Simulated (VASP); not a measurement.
Write the native input for VASP 6.6.1 that does the following.

| Quantity | Value |
| --- | --- |
| Task | relaxation of cell and atoms |
| Functional | PBE |
| Potentials or basis | VASP PAW PBE potentials, release 64 (Ge_d, Cl) |
| Cutoff | 600 eV |
| k mesh | 4 × 4 × 2 |
| Occupations | gaussian, width 0.1 eV |
| Spin | no spin polarisation |
| Dipole correction | no |
| Further INCAR settings | ALGO = Normal; EDIFF = 1e-07; IBRION = 2; EDIFFG = -0.04; NSW = 90; ISIF = 3 |

The structure of GeCl3 lies in POSCAR:

```
GeCl3
1.0
    4.4997023920      0.0000000000      0.0000000000
   -0.0003248783      5.5787718515      0.0000000000
   -0.1396067240     -0.1463775712     11.1207780614
Ge Cl
2 6
Direct
    0.5062860633      0.4542399425      0.6952085621
    0.4962186720      0.5459022692      0.1909859338
    0.4991441982      0.2641682213      0.5219603990
    0.4925085006      0.7413588085      0.0219137857
    0.5072441468      0.1727920932      0.8298406635
    0.5018366048      0.8220189858      0.3319130693
    0.9925315879      0.6250177700      0.7080255315
    0.0042302263      0.3745019095      0.2001520550
```

The input as run:

INCAR

```
SYSTEM = GeCl3
PREC = Accurate ; ENCUT = 600
EDIFF = 1E-7 ; ISMEAR = 0
SIGMA = 0.1 ; LREAL = .FALSE.
LASPH = .TRUE. ; NELM = 60
ALGO = Normal ; ISIF = 3
LWAVE = .FALSE. ; LCHARG = .FALSE.
GGA = PE ; IBRION = 2
NSW = 90 ; EDIFFG = -0.04
```

KPOINTS

```
Automatic mesh
0
G
  4 4 2
  0 0 0
```

Potentials or basis: VASP PAW PBE potentials, release 64 (Ge_d, Cl).

Command:

```sh
$ cat potpaw_PBE.64/Ge_d/POTCAR potpaw_PBE.64/Cl/POTCAR > POTCAR
$ mpirun -np 1 vasp_std > vasp.out
```

It gave:

- Relaxed volume: 37.96 Å³/atom
- Relaxed cell: a = 4.480 Å, b = 5.816 Å, c = 11.656 Å, α = 90.86°, β = 90.65°, γ = 89.76°
- Space group after relaxing (to 0.1 Å): P1 (No. 1)
- Energy gained by relaxing: 4.7 meV/atom
- Ionic steps: 24
- Pressure after relaxing: 0.0 GPa
- Largest force after relaxing: 0.038 eV/Å
- Band gap on the k mesh: zero (bands 35 and 36 overlap by 2.58 eV)

Run time: 58 min on 1 thread of Intel(R) Xeon(R) 6975P-C (Granite Rapids), on a shared host, peak memory 0.58 GiB.
